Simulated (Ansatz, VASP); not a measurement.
# BiSb4O in VASP and in Ansatz

```xyz
6
Lattice="5.2014 0.0000 0.0000 -2.6007 4.5045 0.0000 0.0000 0.0000 6.3816" Properties=species:S:1:pos:R:3 pbc="T T T"
Sb    0.0000    3.0030    4.6544
Sb    0.0000    3.0030    1.7272
Sb    2.6007    1.5015    4.6544
Sb    2.6007    1.5015    1.7272
Bi    0.0000    0.0000    0.0000
O     0.0000    0.0000    3.1908
```

Change from the starting cell: species swapped into the TaCrB4 type (P6/mmm, No. 191).

Alike in both runs: functional PBE; k mesh 6 × 6 × 2; occupations gaussian, width 0.1 eV; no spin polarisation.

Ansatz relaxed the structure, and its values are those at the end. VASP's run is a single point on that final structure, the one shown.

|  | VASP | Ansatz |
| --- | --- | --- |
| version | VASP 6.6.1 | Ansatz 0.2.0 |
| potentials or method | VASP PAW PBE potentials, release 64 (Sb, Bi_d, O), cutoff 520 eV | scalar-relativistic, plane waves, PAW |
| valence electrons in the cell | 41 | 81 |

|  | VASP | Ansatz | Ansatz less VASP |
| --- | --- | --- | --- |
| gap on the k mesh at the Fermi level (eV) | none | none | - |
| pressure (GPa) | -0.2 | -0.1 | +0.08 |
| rms of the force components (eV/Å) | 0.010 | 0.005 | -0.0046 |

A gap of «none» marks a metal or a gap that the smearing closes. With one functional, cell and mesh, what is left measures potentials, basis and numerics. VASP's potentials hold 41 valence electrons a cell and Ansatz's 81, so a difference there can come from the potentials and not from the codes.

The k mesh is coarse, so the values compare programs but aren't converged. Neither program's run includes spin-orbit coupling.
